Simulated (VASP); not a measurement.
# SiO2 (P6_422) in VASP: a series of runs, part 2 of 2

VASP 6.6.1.

## (3) Single point, PBE0

Contents of POSCAR:

```
SiO2
1.0
    5.0605222284      0.0000000000      0.0000000000
   -2.5302611142      4.3825408062      0.0000000000
    0.0000000000      0.0000000000      5.5413533100
Si O
3 6
Direct
    0.5000000000      0.0000000000      0.0000000000
    0.5000000000      0.5000000000      0.6666666667
    0.0000000000      0.5000000000      0.3333333333
    0.2086053700      0.7913946300      0.1666666667
    0.2086053700      0.4172107400      0.5000000000
    0.4172107400      0.2086053700      0.8333333333
    0.7913946300      0.2086053700      0.1666666667
    0.7913946300      0.5827892600      0.5000000000
    0.5827892600      0.7913946300      0.8333333333
```

Contents of INCAR.step1:

```
SYSTEM = SiO2
  ALGO = Normal
  EDIFF = 1E-5
  ENCUT = 520
  GGA = PE
  GGA_COMPAT = .FALSE.
  ISIF = 2
  ISMEAR = -1
  KPAR = 4
  LASPH = .TRUE.
  LCHARG = .FALSE.
  LREAL = .FALSE.
  LWAVE = .TRUE.
  NBANDS = 34
  NELM = 120
  PREC = Accurate
  SIGMA = 0.05
```

Contents of INCAR.step2:

```
SYSTEM = SiO2
  AEXX = 0.25
  ALGO = Normal
  EDIFF = 1E-6
  ENCUT = 520
  GGA = PE
  GGA_COMPAT = .FALSE.
  ISIF = 2
  ISMEAR = -1
  ISTART = 1
  KPAR = 4
  LASPH = .TRUE.
  LCHARG = .FALSE.
  LHFCALC = .TRUE.
  LREAL = .FALSE.
  LWAVE = .FALSE.
  NBANDS = 34
  NELM = 120
  PREC = Accurate
  PRECFOCK = Fast
  SIGMA = 0.05
```

Contents of KPOINTS:

```
k-points
0
G
  4 4 4
  0 0 0
```

Potentials or basis: VASP PAW PBE potentials, release 64 (Si, O).

Run with:

```sh
cat potpaw_PBE.64/Si/POTCAR potpaw_PBE.64/O/POTCAR > POTCAR
cp INCAR.step1 INCAR
mpirun -np 4 vasp_std > vasp.out
cp INCAR.step2 INCAR
mpirun -np 4 vasp_std > vasp.out
```

OUTCAR:

```text
SYSTEM = SiO2
   AEXX = 0.25
   EDIFF = 1E-6
   ENCUT = 520
   GGA = PE
   ISIF = 2
   ISMEAR = -1
   ISTART = 1
   LASPH = .TRUE.
   LHFCALC = .TRUE.
   LREAL = .FALSE.
   NELM = 120
   PREC = Accurate
   PRECFOCK = Fast

 ion  position               nearest neighbor table
   1  0.500  0.000  0.000-   6 1.61   9 1.61   7 1.61   4 1.61   2 3.13   3 3.13   2 3.13   3 3.13

   2  0.500  0.500  0.667-   6 1.61   9 1.61   8 1.61   5 1.61   1 3.13   1 3.13   3 3.13   3 3.13

   3  0.000  0.500  0.333-   4 1.61   7 1.61   5 1.61   8 1.61   1 3.13   1 3.13   2 3.13   2 3.13

   4  0.209  0.791  0.167-   3 1.61   1 1.61
   5  0.209  0.417  0.500-   2 1.61   3 1.61
   6  0.417  0.209  0.833-   2 1.61   1 1.61
   7  0.791  0.209  0.167-   3 1.61   1 1.61
   8  0.791  0.583  0.500-   2 1.61   3 1.61
   9  0.583  0.791  0.833-   2 1.61   1 1.61

  LATTYP: Found a hexagonal cell.
 ALAT       =     5.0605222284
 C/A-ratio  =     1.0950160991

  Lattice vectors:

 A1 = (   5.0605222284,   0.0000000000,   0.0000000000)
 A2 = (  -2.5302611142,   4.3825408062,   0.0000000000)
 A3 = (   0.0000000000,   0.0000000000,   5.5413533100)

Analysis of symmetry for initial positions (statically):
=====================================================================
 Subroutine PRICEL returns:
 Original cell was already a primitive cell.

 Routine SETGRP: Setting up the symmetry group for a
 hexagonal supercell.

 Subroutine GETGRP returns: Found 12 space group operations
 (whereof  4 operations were pure point group operations)
 out of a pool of 24 trial point group operations.

The static configuration has the point symmetry D_2 .
 The point group associated with its full space group is D_6 .

Analysis of symmetry for dynamics (positions and initial velocities):
=====================================================================
 Subroutine PRICEL returns:
 Original cell was already a primitive cell.

 Routine SETGRP: Setting up the symmetry group for a
 hexagonal supercell.

 Subroutine GETGRP returns: Found 12 space group operations
 (whereof  4 operations were pure point group operations)
 out of a pool of 24 trial point group operations.

The dynamic configuration has the point symmetry D_2 .
 The point group associated with its full space group is D_6 .

 Subroutine INISYM returns: Found 12 space group operations
 (whereof  4 operations are pure point group operations),
 and found     1 'primitive' translations

----------------------------------------------------------------------------------------

                                     Primitive cell

  volume of cell :     122.8958

  direct lattice vectors                    reciprocal lattice vectors
     5.060522228  0.000000000  0.000000000     0.197608064  0.114089069  0.000000000
    -2.530261114  4.382540806  0.000000000     0.000000000  0.228178138  0.000000000
[... 68 lines left out ...]
   k-points           NKPTS =     12   k-points in BZ     NKDIM =     64   number of bands    NBANDS=     34
   number of dos      NEDOS =    301   number of ions     NIONS =      9
   total plane-waves  NPLWV =  67200
   dimension x,y,z NGX =    40 NGY =   40 NGZ =   42
   dimension x,y,z NGXF=    80 NGYF=   80 NGZF=   84
   ions per type =               3   6
   NGX,Y,Z   is equivalent  to a cutoff of  13.14, 13.14, 12.60 a.u.
   NGXF,Y,Z  is equivalent  to a cutoff of  26.28, 26.28, 25.20 a.u.
 SYSTEM =  SiO2
   PREC   = accura    normal or accurate (medium, high low for compatibility)
   ISTART =      1    job   : 0-new  1-cont  2-samecut
   ICHARG =      0    charge: 1-file 2-atom 10-const
   ISPIN  =      1    spin polarized calculation?
   LNONCOLLINEAR =      F non collinear calculations
   LSORBIT =      F    spin-orbit coupling
   LASPH  =      T    aspherical Exc in radial PAW
   ENCUT  =  520.0 eV  38.22 Ry    6.18 a.u.   9.41  9.41 10.30*2*pi/ulx,y,z
   NELM   =    120;   NELMIN=  2; NELMDL=  0     # of ELM steps
   EDIFF  = 0.1E-05   stopping-criterion for ELM
   LREAL  =      F    real-space projection
   EDIFFG = 0.1E-04   stopping-criterion for IOM
   NSW    =      0    number of steps for IOM
   IBRION =     -1    ionic relax: 0-MD 1-quasi-New 2-CG
   NFREE  =      0    steps in history (QN), initial steepest desc. (CG)
   ISIF   =      2    stress and relaxation
   ISYM   =      3    0-nonsym 1-usesym 2-fastsym
   POTIM  = 0.5000    time-step for ionic-motion
   TEBEG  =    0.0;   TEEND  =   0.0 temperature during run
   PSTRESS=    0.0 pullay stress
   NELECT =      48.0000    total number of electrons
   NUPDOWN=      -1.0000    fix difference up-down
   EMIN   =  10.00;   EMAX   =-10.00  energy-range for DOS
   EFERMI =   0.00;   METHOD = LEGACY
   ISMEAR =    -1;   SIGMA  =   0.05  broadening in eV -4-tet -1-fermi 0-gaus
   EFERMI_NEDOS =   21; number of points for ismear=-14 and -15
   IALGO  =     38    algorithm
   IMIX   =      1    mixing-type and parameters
     AMIX     =   0.40;   BMIX     =  1.00
     AMIX_MAG =   1.60;   BMIX_MAG =  1.00
  volume/ion in A,a.u.               =      13.66        92.15
  Fermi-wavevector in a.u.,A,eV,Ry     =   1.196675  2.261388 19.483963  1.432031
  Thomas-Fermi vector in A             =   2.332609
   LORBIT       =      0    0 simple, 1 ext, 2 COOP (PROOUT), +10 PAW based schemes
   GGA     = PE    functional components
   LHFCALC =     T    Hartree Fock is set to
   PRECFOCK=fast      Normal, Fast or Accurate (Low or Medium for compatibility)
   ENCUT4O =  -1.0   cutoff for four orbital integrals eV
   NKREDX  =     1    reduce k-point grid by
   NKREDY  =     1    reduce k-point grid by
   NKREDZ  =     1    reduce k-point grid by
   AEXX    =    0.2500 exact exchange contribution
   HFSCREEN=    0.0000 screening length (either q_TF or 0.3 A-1)
   HFSCREENC=   0.0000 screening length for correlation (either q_TF or 0.3 A-1)
   ENCUTFOCK=  -1.0 apply spherical cutoff to Coloumb kernel
   IVDW    =     0    specifies the selected vdW correction
   LEPSILON=     F    determine dielectric tensor
   LRPA    =     F    only Hartree local field effects (RPA)
 non-spin polarized calculation
  energy-cutoff  :      520.00
  volume of cell :      122.90
 maximum number of plane-waves:      3344
 NGX is ok and might be reduce to    40
  NGX = 20; NGY = 20; NGZ = 24

 number of electron      47.9999976 magnetization

 Free energy of the ion-electron system (eV)
  ---------------------------------------------------
  ext. energy  EPLUGINS =         0.00000000
  ---------------------------------------------------
  free energy    TOTEN  =       -92.26501113 eV

  energy without entropy =      -92.26501113  energy(sigma->0) =      -92.26501113

 E-fermi :  -0.0192     XC(G=0):  -6.8183

 val. band max:       -1.2145591396   @ k =   0.5000   0.0000   0.0000
 cond. band min:       7.0641461102   @ k =   0.0000   0.0000   0.0000
 fundamental gap:      8.2787052498
 Fermi energy:        -0.0192117228

 k-point     1 :       0.0000    0.0000    0.0000
  band No.  band energies     occupation
      1     -22.2338      2.00000
      2     -20.6923      2.00000
      3     -20.6923      2.00000
      4     -20.0663      2.00000
      5     -20.0171      2.00000
      6     -20.0171      2.00000
[... 433 lines left out ...]
     33      13.0105      0.00000
     34      13.2903      0.00000

------------------------ aborting loop because EDIFF is reached ----------------------------------------

  FORCE on cell =-STRESS in cart. coord.  units (eV):
  Direction    XX          YY          ZZ          XY          YZ          ZX
  --------------------------------------------------------------------------------------
  -------------------------------------------------------------------------------------
  Total       -0.0844165     -0.0844165     -0.0283948      0.0000000      0.0000000      0.0000000
  in kB       -1.1005276     -1.1005276     -0.3701797      0.0000000      0.0000000      0.0000000
  external PRESSURE =      -0.8570783 kB  Pullay stress =       0.0000000 kB

 VOLUME and BASIS-vectors are now :
 -----------------------------------------------------------------------------
  energy-cutoff  :      520.00
  volume of cell :      122.90
      direct lattice vectors                 reciprocal lattice vectors
     5.060522228  0.000000000  0.000000000     0.197608064  0.114089069  0.000000000
    -2.530261114  4.382540806  0.000000000     0.000000000  0.228178138  0.000000000
     0.000000000  0.000000000  5.541353310     0.000000000  0.000000000  0.180461332

 POSITION                                       TOTAL-FORCE (eV/Angst)
 -----------------------------------------------------------------------------------
      2.53026      0.00000      0.00000         0.000000      0.000000     -0.000000
      1.26513      2.19127      3.69424         0.000000     -0.000000     -0.000000
     -1.26513      2.19127      1.84712        -0.000000      0.000000      0.000000
     -0.94678      3.46832      0.92356         0.038614     -0.022294     -0.000000
      0.00000      1.82844      2.77068         0.000000      0.044588     -0.000000
      1.58348      0.91422      4.61779         0.038614      0.022294     -0.000000
      3.47704      0.91422      0.92356        -0.038614      0.022294      0.000000
      2.53026      2.55410      2.77068         0.000000     -0.044588     -0.000000
      0.94678      3.46832      4.61779        -0.038614     -0.022294     -0.000000
 -----------------------------------------------------------------------------------
    total drift:                               -0.000000     -0.000000     -0.000002

  FREE ENERGIE OF THE ION-ELECTRON SYSTEM (eV)
  ---------------------------------------------------
  free  energy   TOTEN  =       -92.2650111298 eV

  energy  without entropy=      -92.2650111298  energy(sigma->0) =      -92.26501113
```

It took 6.2 min on 4 MPI ranks of Intel Xeon 6975P-C (Granite Rapids), shared host; peak memory 0.27 GiB.

Results:

```
Free energy            : -92.2650 eV
Pressure               : -0.1 GPa
Largest force          : 0.045 eV/Å
Band gap on the k mesh : 8.28 eV (least direct gap 8.48 eV)
```

Forces on the atoms (eV/Å):
```
Si   0.000  0.000  0.000
Si   0.000  0.000  0.000
Si   0.000  0.000  0.000
O    0.039 -0.022  0.000
O    0.000  0.045  0.000
O    0.039  0.022  0.000
O   -0.039  0.022  0.000
O    0.000 -0.045  0.000
O   -0.039 -0.022  0.000
```

Levels at points of the mesh, in eV from the valence-band top:
```csv
k point,band 22,band 23,band 24,band 25,band 26,band 27
"(0.00, 0.00, 0.00)",-0.47,-0.47,-0.20,8.28,11.70,11.70
"(0.50, 0.00, 0.00)",-1.07,-0.37,0.00,10.43,11.27,12.38
"(0.00, 0.00, 0.50)",-0.31,0.00,0.00,10.18,10.18,11.17
"(0.50, 0.00, 0.50)",-0.76,-0.73,-0.36,11.51,11.93,11.96
```

Caveat: the PAW data sets were made with another functional, which shifts forces and pressure a little.

## (4) Relaxation of cell and atoms, r2SCAN+rVV10

POSCAR is that of step 3.

Contents of INCAR.step1:

```
  ALGO = Normal
  EDIFF = 1E-5
  EDIFFG = -0.005
  ENCUT = 660
  GGA = PE
  GGA_COMPAT = F
  IBRION = 2
  ISIF = 3
  ISMEAR = -1
  LASPH = T
  LCHARG = F
  LREAL = F
  LWAVE = T
  NELM = 120
  NELMIN = 4
  NSW = 100
  PREC = Accurate
  SIGMA = 0.05
```

Contents of INCAR.step2:

```
  ALGO = Normal
  BPARAM = 11.95
  CPARAM = 0.0093
  EDIFF = 1E-7
  EDIFFG = -0.01
  ENCUT = 660
  GGA_COMPAT = F
  IBRION = 2
  ISIF = 3
  ISMEAR = -1
  ISTART = 1
  IVDW_NL = 2
  LASPH = T
  LCHARG = F
  LMIXTAU = T
  LREAL = F
  LUSE_VDW = T
  LWAVE = F
  METAGGA = R2SCAN
  NELM = 120
  NELMIN = 4
  NSW = 60
  PREC = Accurate
  SIGMA = 0.05
```

Contents of KPOINTS:

```
k-points
0
Gamma
  6 6 5
```

Run with:

```sh
cat potpaw_PBE.64/Si/POTCAR potpaw_PBE.64/O/POTCAR > POTCAR
cp INCAR.step1 INCAR
mpirun -np 1 vasp_std > vasp.out
cp INCAR.step2 INCAR
mpirun -np 1 vasp_std > vasp.out
```

Wall time 53 min (1 thread of Oxide Virtual Turin-like, shared host); peak memory 0.61 GiB.

It converged, with:

- Free energy: -87.8557 eV
- Relaxed volume: 13.58 Å³/atom
- Relaxed cell: a = 5.051 Å, b = 5.051 Å, c = 5.532 Å, α = 90.00°, β = 90.00°, γ = 120.00°
- Space group after relaxing (to 0.1 Å): P6_422 (No. 181)
- Energy gained by relaxing: 0.2 meV/atom
- Ionic steps: 5
- Pressure after relaxing: 0.0 GPa
- Band gap on the k mesh: 6.19 eV (least direct gap 6.39 eV)

Stress tensor (GPa, compression positive):
```
-0.05  0.00  0.00
 0.00 -0.05  0.00
 0.00  0.00  0.04
```

Step by step:
| step | energy change (eV) | largest force (eV/Å) | pressure (GPa) | volume (Å³) |
| --- | --- | --- | --- | --- |
| 1 | 0.0000 | 0.0364 | -0.60 | 122.90 |
| 2 | -0.0002 | 0.0766 | 0.71 | 121.99 |
| 3 | -0.0010 | 0.0576 | 0.10 | 122.41 |
| 4 | -0.0017 | 0.0298 | 0.04 | 122.33 |
| 5 | -0.0020 | 0.0016 | -0.02 | 122.25 |

Final structure:
```
Si O
1.0
     5.05129    0.00000    0.00000
    -2.52564    4.37454    0.00000
     0.00000    0.00000    5.53227
Si O
3 6
Direct
  0.50000 0.00000 0.00000
  0.50000 0.50000 0.66667
  0.00000 0.50000 0.33333
  0.20782 0.79218 0.16667
  0.20782 0.41565 0.50000
  0.41565 0.20782 0.83333
  0.79218 0.20782 0.16667
  0.79218 0.58435 0.50000
  0.58435 0.79218 0.83333
```

Levels at points of the mesh, in eV from the valence-band top:
```csv
k point,band 21,band 22,band 23,band 24,band 25,band 26,band 27,band 28
"(0.00, 0.00, 0.00)",-1.02,-0.47,-0.47,-0.19,6.19,9.67,9.67,10.04
"(0.50, 0.00, 0.00)",-1.18,-1.02,-0.36,-0.01,8.32,9.18,10.30,10.49
```

Caveat: the PAW data sets were made with another functional, which shifts forces and pressure a little.

## (5) Relaxation of cell and atoms, r2SCAN

POSCAR is that of step 4.

Contents of INCAR.step1:

```
  PREC = Accurate
  ENCUT = 660
  ISMEAR = -1
  SIGMA = 0.05
  LREAL = False
  LASPH = True
  NELM = 120
  GGA = PE
  ALGO = Normal
  EDIFF = 1E-5
  LWAVE = True
  LCHARG = False
  GGA_COMPAT = False
  IBRION = 2
  ISIF = 3
  EDIFFG = -0.005
  NELMIN = 4
  NSW = 100
```

Contents of INCAR.step2:

```
  PREC = Accurate
  ENCUT = 660
  EDIFF = 1E-7
  ISMEAR = -1
  SIGMA = 0.05
  LREAL = False
  LASPH = True
  NELM = 120
  ALGO = Normal
  ISIF = 3
  LWAVE = False
  LCHARG = False
  METAGGA = R2SCAN
  LMIXTAU = True
  IBRION = 2
  NSW = 60
  EDIFFG = -0.01
  ISTART = 1
  GGA_COMPAT = False
  NELMIN = 4
```

Contents of KPOINTS:

```
Automatic mesh
0
Gamma
  6 6 5
```

Run with:

```sh
cat potpaw_PBE.64/Si/POTCAR potpaw_PBE.64/O/POTCAR > POTCAR
cp INCAR.step1 INCAR
mpirun -np 1 vasp_std > vasp.out
cp INCAR.step2 INCAR
mpirun -np 1 vasp_std > vasp.out
```

It took 34 min on 1 thread of Oxide Virtual Turin-like, shared host; peak memory 0.31 GiB.

It converged, with:

```
Free energy                           : -89.4044 eV
Relaxed volume                        : 13.64 Å³/atom
Relaxed cell                          : a = 5.058 Å, b = 5.058 Å, c = 5.540 Å, α = 90.00°, β = 90.00°, γ = 120.00°
Space group after relaxing (to 0.1 Å) : P6_422 (No. 181)
Energy gained by relaxing             : 0.0 meV/atom
Ionic steps                           : 3
Pressure after relaxing               : 0.1 GPa
Largest force after relaxing          : 0.007 eV/Å
Band gap on the k mesh                : 6.30 eV (least direct gap 6.50 eV)
```

Forces in eV/Å, atoms in the order of the input:
```
Si   0.000  0.000  0.000
Si   0.000  0.000  0.000
Si   0.000  0.000  0.000
O   -0.006  0.004  0.000
O    0.000 -0.007  0.000
O   -0.006 -0.004  0.000
O    0.006 -0.004  0.000
O    0.000  0.007  0.000
O    0.006  0.004  0.000
```

Final structure:
```
CELL_PARAMETERS angstrom
5.05840 0.00000 0.00000
-2.52920 4.38070 0.00000
0.00000 0.00000 5.54001
ATOMIC_POSITIONS crystal
Si 0.50000 0.00000 0.00000
Si 0.50000 0.50000 0.66667
Si 0.00000 0.50000 0.33333
O 0.20845 0.79155 0.16667
O 0.20845 0.41690 0.50000
O 0.41690 0.20845 0.83333
O 0.79155 0.20845 0.16667
O 0.79155 0.58310 0.50000
O 0.58310 0.79155 0.83333
```

Levels at points of the mesh, in eV from the valence-band top:
```tsv
k point	band 21	band 22	band 23	band 24	band 25	band 26	band 27	band 28
(0.00, 0.00, 0.00)	-1.01	-0.47	-0.47	-0.20	6.30	9.74	9.74	10.07
(0.50, 0.00, 0.00)	-1.18	-1.03	-0.36	-0.01	8.42	9.27	10.39	10.54
```

Caveat: the PAW data sets were made with another functional, which shifts forces and pressure a little. A k mesh can miss the band edges.

## (6) Overview

```csv
task,level,cell,k mesh,cutoff (eV),grid for exact exchange (PRECFOCK),share of exact exchange,gap on the mesh (eV),pressure (GPa),relaxed volume (Å³/atom),largest force (eV/Å)
relaxation of cell and atoms,r2SCAN+D3(BJ),relaxed,6 × 6 × 5,660,-,-,6.32,0.0,13.57,-
single point,PBE0,as given,4 × 4 × 4,520,Fast,0.25,8.28,-0.1,-,0.04
relaxation of cell and atoms,r2SCAN+rVV10,relaxed,6 × 6 × 5,660,-,-,6.19,0.0,13.58,-
relaxation of cell and atoms,r2SCAN,relaxed,6 × 6 × 5,660,-,-,6.30,0.1,13.64,0.01
```

Alike in all rows: potentials or basis VASP PAW PBE potentials, release 64 (Si, O); no spin polarisation; smearing fermi-dirac 0.05 eV.

Caveats: the PAW data sets were made with another functional, which shifts forces and pressure a little.

Absolute energies hang on the potentials; compare differences alone.
